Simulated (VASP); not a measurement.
Write the native input for VASP 6.6.1 that does the following.

```yaml
Task: single point
Functional: LDA
Potentials_or_basis: VASP PAW LDA potentials, release 64 (Sn_d, O)
Cutoff: 520 eV
k_mesh: 2 × 2 × 2
Occupations: gaussian, width 0.01 eV
Spin: no spin polarisation
Dipole_correction: no
Further_INCAR_settings: ALGO = Normal; EDIFF = 1e-06; NBANDS = 35
```

The structure of SnO2 lies in POSCAR:

```
SnO2
1.0
    4.7880040000      0.0000000000      0.0000000000
    0.0000000000      4.8665820000      0.0000000000
    0.0000000000      0.0000000000      3.2408980000
Sn O
2 4
Direct
    0.5000000000      0.5000000000      0.5000000000
    0.0000000000      0.0000000000      0.0000000000
    0.2918550000      0.3210420000      0.0000000000
    0.7918550000      0.1789580000      0.5000000000
    0.2081450000      0.8210420000      0.5000000000
    0.7081450000      0.6789580000      0.0000000000
```

One way to write it, as run:

INCAR

```
SYSTEM = SnO2
PREC = Accurate
ENCUT = 520
EDIFF = 1E-6
ISMEAR = 0
SIGMA = 0.01
LREAL = .FALSE.
LASPH = .TRUE.
NELM = 80
ALGO = Normal
ISIF = 2
LWAVE = .FALSE.
LCHARG = .FALSE.
NBANDS = 35
```

KPOINTS

```
Automatic mesh
0
G
  2 2 2
  0 0 0
```

Potentials or basis: VASP PAW LDA potentials, release 64 (Sn_d, O).

Command:

```sh
$ cat potpaw_LDA.64/Sn_d/POTCAR potpaw_LDA.64/O/POTCAR > POTCAR
$ mpirun -np 1 vasp_std > vasp.out
```

Results of the run:

The pressure is -10.0 GPa and the largest force is 0.083 eV/Å. The band gap on the k mesh is 0.65 eV.

Caveat: the k points lie up to 0.97 Å⁻¹ apart, too coarse for converged energies, forces and pressures; semilocal functionals underestimate gaps, and a narrow one can read as zero; spin-orbit coupling is left out, which moves the levels of the heavy elements.

It took 14 s on 1 thread of Intel(R) Xeon(R) Platinum 8488C (Sapphire Rapids), with other jobs on the host, peak memory 0.15 GiB.
